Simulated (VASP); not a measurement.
# HfN (CsCl type) (Pm-3m) in VASP: notebook

HfN (CsCl type) is run at these levels: PBE; tasks: single point, relaxation of cell and atoms.

Program: VASP 6.6.1. These are calculated values, not measurements. Logs are shortened: lines on timing, memory, paths and dates and some standing lists are left out, and cuts for length are marked.

## Step 1: The cell of the first run

The structure is cubic, space group Pm-3m (No. 221). The conventional cell has a = 2.825 Å, b = 2.825 Å, c = 2.825 Å, α = 90.00°, β = 90.00°, γ = 90.00°. Hf (site symmetry m-3m) has 8 N at 2.45 Å and 6 Hf at 2.83 Å within 3.2 Å. N (site symmetry m-3m) has 8 Hf at 2.45 Å and 6 N at 2.83 Å within 3.2 Å.

## Step 2: Single point, PBE

The input, INCAR:

```
ALGO = Normal
EDIFF = 1E-7
ENCUT = 520
GGA = PE
ISIF = 2
ISMEAR = -1
LASPH = T
LCHARG = T
LELF = T
LREAL = F
LVHAR = T
LWAVE = F
NBANDS = 14
NELM = 80
PREC = Accurate
SIGMA = 0.05
```

The input, KPOINTS:

```
k-points
0
Gamma
  13 13 13
```

The input, POSCAR:

```
HfN
1.0
    2.8252446148      0.0000000000      0.0000000000
    0.0000000000      2.8252446148      0.0000000000
    0.0000000000      0.0000000000      2.8252446148
Hf N
1 1
Direct
    0.0000000000      0.0000000000      0.0000000000
    0.5000000000      0.5000000000      0.5000000000
```

Potentials or basis: VASP PAW PBE potentials, release 64 (Hf_pv, N).

Launch:

```
$ cat potpaw_PBE.64/Hf_pv/POTCAR potpaw_PBE.64/N/POTCAR > POTCAR
$ mpirun -np 1 vasp_std > vasp.out
```

OUTCAR:

```text
EDIFF = 1E-7
   ENCUT = 520
   GGA = PE
   ISIF = 2
   ISMEAR = -1
   LASPH = T
   LREAL = F
   NELM = 80
   PREC = Accurate

 ion  position               nearest neighbor table
   1  0.000  0.000  0.000-   2 2.45   2 2.45   2 2.45   2 2.45   2 2.45   2 2.45   2 2.45   2 2.45

   2  0.500  0.500  0.500-   1 2.45   1 2.45   1 2.45   1 2.45   1 2.45   1 2.45   1 2.45   1 2.45

  LATTYP: Found a simple cubic cell.
 ALAT       =     2.8252446148

  Lattice vectors:

 A1 = (   2.8252446148,   0.0000000000,   0.0000000000)
 A2 = (   0.0000000000,   2.8252446148,   0.0000000000)
 A3 = (   0.0000000000,   0.0000000000,   2.8252446148)

Analysis of symmetry for initial positions (statically):
=====================================================================
 Subroutine PRICEL returns:
 Original cell was already a primitive cell.

 Routine SETGRP: Setting up the symmetry group for a
 simple cubic supercell.

 Subroutine GETGRP returns: Found 48 space group operations
 (whereof 48 operations were pure point group operations)
 out of a pool of 48 trial point group operations.

The static configuration has the point symmetry O_h .

Analysis of symmetry for dynamics (positions and initial velocities):
=====================================================================
 Subroutine PRICEL returns:
 Original cell was already a primitive cell.

 Routine SETGRP: Setting up the symmetry group for a
 simple cubic supercell.

 Subroutine GETGRP returns: Found 48 space group operations
 (whereof 48 operations were pure point group operations)
 out of a pool of 48 trial point group operations.

The dynamic configuration has the point symmetry O_h .

 Subroutine INISYM returns: Found 48 space group operations
 (whereof 48 operations are pure point group operations),
 and found     1 'primitive' translations

----------------------------------------------------------------------------------------

                                     Primitive cell

  volume of cell :      22.5511

  direct lattice vectors                    reciprocal lattice vectors
     2.825244615  0.000000000  0.000000000     0.353951652  0.000000000  0.000000000
     0.000000000  2.825244615  0.000000000     0.000000000  0.353951652  0.000000000
     0.000000000  0.000000000  2.825244615     0.000000000  0.000000000  0.353951652

  length of vectors
     2.825244615  2.825244615  2.825244615     0.353951652  0.353951652  0.353951652

  position of ions in fractional coordinates (direct lattice)
     0.000000000  0.000000000  0.000000000
     0.500000000  0.500000000  0.500000000

  ion indices of the primitive-cell ions
   primitive index   ion index
                 1           1
                 2           2

----------------------------------------------------------------------------------------

 KPOINTS: k-points

Automatic generation of k-mesh.
 Grid dimensions read from file:
 generate k-points for:   13   13   13

 Generating k-lattice:

  Cartesian coordinates                     Fractional coordinates (reciprocal lattice)
     0.027227050  0.000000000  0.000000000     0.076923077  0.000000000  0.000000000
     0.000000000  0.027227050  0.000000000     0.000000000  0.076923077  0.000000000
     0.000000000  0.000000000  0.027227050     0.000000000  0.000000000  0.076923077

  Length of vectors
     0.027227050  0.027227050  0.027227050

  Shift w.r.t. Gamma in fractional coordinates (k-lattice)
     0.000000000  0.000000000  0.000000000

 Subroutine IBZKPT returns following result:
 ===========================================

 Found     84 irreducible k-points:

 Following reciprocal coordinates:
            Coordinates               Weight
  0.000000  0.000000  0.000000      1.000000
  0.076923  0.000000  0.000000      6.000000
  0.153846  0.000000  0.000000      6.000000
  0.230769  0.000000  0.000000      6.000000
  0.307692  0.000000  0.000000      6.000000
  0.384615  0.000000  0.000000      6.000000
[... 16 lines left out ...]
  0.307692  0.307692  0.000000     12.000000
  0.384615  0.307692  0.000000     24.000000
 [... further k-points ...]
   k-points           NKPTS =     84   k-points in BZ     NKDIM =     84   number of bands    NBANDS=     14
   number of dos      NEDOS =    301   number of ions     NIONS =      2
   total plane-waves  NPLWV =  13824
   dimension x,y,z NGX =    24 NGY =   24 NGZ =   24
   dimension x,y,z NGXF=    48 NGYF=   48 NGZF=   48
   ions per type =               1   1
   NGX,Y,Z   is equivalent  to a cutoff of  14.12, 14.12, 14.12 a.u.
   NGXF,Y,Z  is equivalent  to a cutoff of  28.24, 28.24, 28.24 a.u.
 SYSTEM =  unknown system
   PREC   = accura    normal or accurate (medium, high low for compatibility)
   ISTART =      0    job   : 0-new  1-cont  2-samecut
   ICHARG =      2    charge: 1-file 2-atom 10-const
   ISPIN  =      1    spin polarized calculation?
   LNONCOLLINEAR =      F non collinear calculations
   LSORBIT =      F    spin-orbit coupling
   LASPH  =      T    aspherical Exc in radial PAW
   ENCUT  =  520.0 eV  38.22 Ry    6.18 a.u.   5.25  5.25  5.25*2*pi/ulx,y,z
   NELM   =     80;   NELMIN=  2; NELMDL= -5     # of ELM steps
   EDIFF  = 0.1E-06   stopping-criterion for ELM
   LREAL  =      F    real-space projection
   EDIFFG = 0.1E-05   stopping-criterion for IOM
   NSW    =      0    number of steps for IOM
   IBRION =     -1    ionic relax: 0-MD 1-quasi-New 2-CG
   NFREE  =      0    steps in history (QN), initial steepest desc. (CG)
   ISIF   =      2    stress and relaxation
   ISYM   =      2    0-nonsym 1-usesym 2-fastsym
   POTIM  = 0.5000    time-step for ionic-motion
   TEBEG  =    0.0;   TEEND  =   0.0 temperature during run
   PSTRESS=    0.0 pullay stress
   NELECT =      15.0000    total number of electrons
   NUPDOWN=      -1.0000    fix difference up-down
   EMIN   =  10.00;   EMAX   =-10.00  energy-range for DOS
   EFERMI =   0.00;   METHOD = LEGACY
   ISMEAR =    -1;   SIGMA  =   0.05  broadening in eV -4-tet -1-fermi 0-gaus
   EFERMI_NEDOS =   21; number of points for ismear=-14 and -15
   IALGO  =     38    algorithm
   IMIX   =      4    mixing-type and parameters
     AMIX     =   0.40;   BMIX     =  1.00
     AMIX_MAG =   1.60;   BMIX_MAG =  1.00
  volume/ion in A,a.u.               =      11.28        76.09
  Fermi-wavevector in a.u.,A,eV,Ry     =   1.429056  2.700524 27.785825  2.042201
  Thomas-Fermi vector in A             =   2.549051
   LORBIT       =      0    0 simple, 1 ext, 2 COOP (PROOUT), +10 PAW based schemes
   GGA     = PE    functional components
   LHFCALC =     F    Hartree Fock is set to
   AEXX    =    0.0000 exact exchange contribution
   IVDW    =     0    specifies the selected vdW correction
   LEPSILON=     F    determine dielectric tensor
   LRPA    =     F    only Hartree local field effects (RPA)
 non-spin polarized calculation
  energy-cutoff  :      520.00
  volume of cell :       22.55
 maximum number of plane-waves:       624
 NGX is ok and might be reduce to    24
   NGX = 11   NGY = 11   NGZ = 11

 number of electron      15.0000000 magnetization

 Free energy of the ion-electron system (eV)
  ---------------------------------------------------
  ext. energy  EPLUGINS =         0.00000000
  ---------------------------------------------------
  free energy    TOTEN  =       -19.76922670 eV

  energy without entropy =      -19.75833735  energy(sigma->0) =      -19.76378203

 E-fermi :   7.3861     XC(G=0): -12.9292

 val. band max:        7.3829385561   @ k =   0.3846   0.2308   0.0769
 cond. band min:       7.3934208240   @ k =   0.4615   0.4615   0.1538
 fundamental gap:      0.0104822679
 Fermi energy:         7.3861412435

 k-point     1 :       0.0000    0.0000    0.0000
  band No.  band energies     occupation
      1     -22.7693      2.00000
      2     -22.7693      2.00000
      3     -22.7693      2.00000
      4      -8.7112      2.00000
      5       5.0120      2.00000
      6       5.0120      2.00000
      7       6.3267      2.00000
      8       6.3267      2.00000
      9       6.3267      2.00000
     10      10.7269      0.00000
     11      13.7702      0.00000
     12      13.7702      0.00000
     13      13.7702      0.00000
     14      20.4489      0.00000

 k-point     2 :       0.0769    0.0000    0.0000
  band No.  band energies     occupation
      1     -22.8536      2.00000
      2     -22.7620      2.00000
      3     -22.7620      2.00000
      4      -8.5966      2.00000
      5       4.6741      2.00000
      6       5.0704      2.00000
      7       6.2321      2.00000
      8       6.2321      2.00000
      9       6.4977      2.00000
     10      11.1436      0.00000
     11      13.7921      0.00000
     12      13.7921      0.00000
     13      13.8025      0.00000
     14      20.4489      0.00000

 k-point     3 :       0.1538    0.0000    0.0000
  band No.  band energies     occupation
      1     -23.0810      2.00000
      2     -22.7417      2.00000
      3     -22.7417      2.00000
      4      -8.2733      2.00000
      5       3.7095      2.00000
      6       5.2380      2.00000
      7       5.9742      2.00000
      8       5.9742      2.00000
      9       7.2612      1.84803
     10      12.0773      0.00000
     11      13.8673      0.00000
     12      13.8673      0.00000
     13      13.8934      0.00000
     14      20.4487      0.00000

 k-point     4 :       0.2308    0.0000    0.0000
  band No.  band energies     occupation
      1     -23.3877      2.00000
      2     -22.7128      2.00000
      3     -22.7128      2.00000
      4      -7.7945      2.00000
      5       2.4987      2.00000
      6       5.4901      2.00000
      7       5.6208      2.00000
      8       5.6208      2.00000
      9       8.5836      0.00000
     10      13.1352      0.00000
     11      14.0075      0.00000
     12      14.0075      0.00000
     13      14.0253      0.00000
     14      20.4481      0.00000

 k-point     5 :       0.3077    0.0000    0.0000
  band No.  band energies     occupation
      1     -23.6974      2.00000
      2     -22.6820      2.00000
      3     -22.6820      2.00000
      4      -7.2363      2.00000
      5       1.3182      2.00000
      6       5.2584      2.00000
      7       5.2584      2.00000
      8       5.7821      2.00000
      9      10.2643      0.00000
     10      14.1707      0.00000
     11      14.1730      0.00000
[... 276 lines left out ...]
 k-point    22 :       0.4615    0.2308    0.0000
  band No.  band energies     occupation
      1     -23.9701      2.00000
      2     -23.1981      2.00000
      3     -22.5926      2.00000
      4      -6.5452      2.00000
      5       1.0580      2.00000
      6       3.9917      2.00000
      7       5.4729      2.00000
      8       7.1219      1.98991
      9      11.9065      0.00000
     10      12.1948      0.00000
     11      12.9164      0.00000
     12      13.0423      0.00000
     13      18.2255      0.00000
     14      20.2478      0.00000

 k-point    23 :       0.3077    0.3077    0.0000
  band No.  band energies     occupation
      1     -23.5843      2.00000
      2     -23.5152      2.00000
      3     -22.6025      2.00000
      4      -6.8091      2.00000
      5       1.9094      2.00000
      6       3.7079      2.00000
      7       5.7538      2.00000
      8       7.3829      1.03247
      9      11.2491      0.00000
     10      11.3809      0.00000
     11      11.9966      0.00000
     12      13.4986      0.00000
     13      16.3047      0.00000
     14      20.4514      0.00000

 k-point    24 :       0.3846    0.3077    0.0000
  band No.  band energies     occupation
      1     -23.7844      2.00000
      2     -23.5038      2.00000
      3     -22.5791      2.00000
      4      -6.7116      2.00000
      5       1.8842      2.00000
      6       3.6739      2.00000
      7       5.8760      2.00000
      8       7.2489      1.87934
      9      11.1172      0.00000
     10      11.2308      0.00000
     11      12.7634      0.00000
     12      13.0628      0.00000
     13      16.9267      0.00000
     14      20.4515      0.00000

 [... further k-points ...]

------------------------ aborting loop because EDIFF is reached ----------------------------------------

  FORCE on cell =-STRESS in cart. coord.  units (eV):
  Direction    XX          YY          ZZ          XY          YZ          ZX
  --------------------------------------------------------------------------------------
  -------------------------------------------------------------------------------------
  Total       -0.3622202     -0.3622202     -0.3622202      0.0000000      0.0000000     -0.0000000
  in kB      -25.7344622    -25.7344622    -25.7344622      0.0000000      0.0000000     -0.0000000
  external PRESSURE =     -25.7344622 kB  Pullay stress =       0.0000000 kB

 VOLUME and BASIS-vectors are now :
 -----------------------------------------------------------------------------
  energy-cutoff  :      520.00
  volume of cell :       22.55
      direct lattice vectors                 reciprocal lattice vectors
     2.825244615  0.000000000  0.000000000     0.353951652  0.000000000  0.000000000
     0.000000000  2.825244615  0.000000000     0.000000000  0.353951652  0.000000000
     0.000000000  0.000000000  2.825244615     0.000000000  0.000000000  0.353951652

 POSITION                                       TOTAL-FORCE (eV/Angst)
 -----------------------------------------------------------------------------------
      0.00000      0.00000      0.00000         0.000000      0.000000      0.000000
      1.41262      1.41262      1.41262         0.000000      0.000000      0.000000
 -----------------------------------------------------------------------------------
    total drift:                                0.000000      0.000000     -0.000000

  FREE ENERGIE OF THE ION-ELECTRON SYSTEM (eV)
  ---------------------------------------------------
  free  energy   TOTEN  =       -19.7692266979 eV

  energy  without entropy=      -19.7583373544  energy(sigma->0) =      -19.76378203
```

Run time: 25 s. Hardware: 1 thread of Intel Xeon 8259CL, shared host; peak memory 0.16 GiB.

What came out:

```yaml
Free_energy: -19.7692 eV
Pressure: -2.6 GPa
```

Caveat: spin-orbit coupling is left out, which moves the levels of the heavy elements.

(Continued in part 2 of 2.)
